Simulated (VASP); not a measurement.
Write the native input for VASP 6.6.1 that does the following.

* Task: single point
* Functional: PBE
* Potentials or basis: VASP PAW PBE potentials, release 64 (In_d, Ge_d)
* Cutoff: 520 eV
* k mesh: 12 × 12 × 4
* Occupations: gaussian, width 0.1 eV
* Spin: no spin polarisation
* Dipole correction: no
* Further INCAR settings: ALGO = Fast; EDIFF = 1e-06; NBANDS = 49

The structure of In2Ge lies in POSCAR:

```
In2Ge
1.0
    3.4658859995      0.0000000000      0.0000000000
   -1.7329429997      3.0015453222      0.0000000000
    0.0000000000      0.0000000000     14.5695957996
In Ge
4 2
Direct
    0.3333333333      0.6666666667      0.5922112686
    0.6666666667      0.3333333333      0.0922112686
    0.3333333333      0.6666666667      0.9077887314
    0.6666666667      0.3333333333      0.4077887314
    0.3333333333      0.6666666667      0.2500000000
    0.6666666667      0.3333333333      0.7500000000
```

One way to write it, as run:

INCAR

```
ALGO     = Fast           # electronic algorithm
EDIFF    = 1E-6           # SCF threshold, eV
ENCUT    = 520            # plane-wave cutoff, eV
GGA      = PE             # functional
ISIF     = 2              # what is computed and relaxed
ISMEAR   = 0              # smearing method
LASPH    = True           # aspherical terms in the spheres
LCHARG   = True           # write CHGCAR
LELF     = True           # ELF
LREAL    = False          # projectors in reciprocal space
LVHAR    = True         
LWAVE    = False          # write WAVECAR
NBANDS   = 49             # bands
NELM     = 80             # most SCF steps
PREC     = Accurate       # precision mode
SIGMA    = 0.1            # smearing width, eV
```

KPOINTS

```
k-points
0
Gamma
  12 12 4
```

Potentials or basis: VASP PAW PBE potentials, release 64 (In_d, Ge_d).

The run is started by

```bash
$ cat potpaw_PBE.64/In_d/POTCAR potpaw_PBE.64/Ge_d/POTCAR > POTCAR
$ mpirun -np 1 vasp_std > vasp.out
```

Results of the run:

The pressure is -0.1 GPa. The largest force is 0.007 eV/Å and the band gap on the k mesh is zero (bands 40 and 41 overlap by 5.41 eV).

Caveat: spin-orbit coupling is left out, which moves the levels of the heavy elements.

It took 7 min on 1 thread of Intel(R) Xeon(R) 6975P-C (Granite Rapids), with other jobs on the host, peak memory 0.5 GiB.
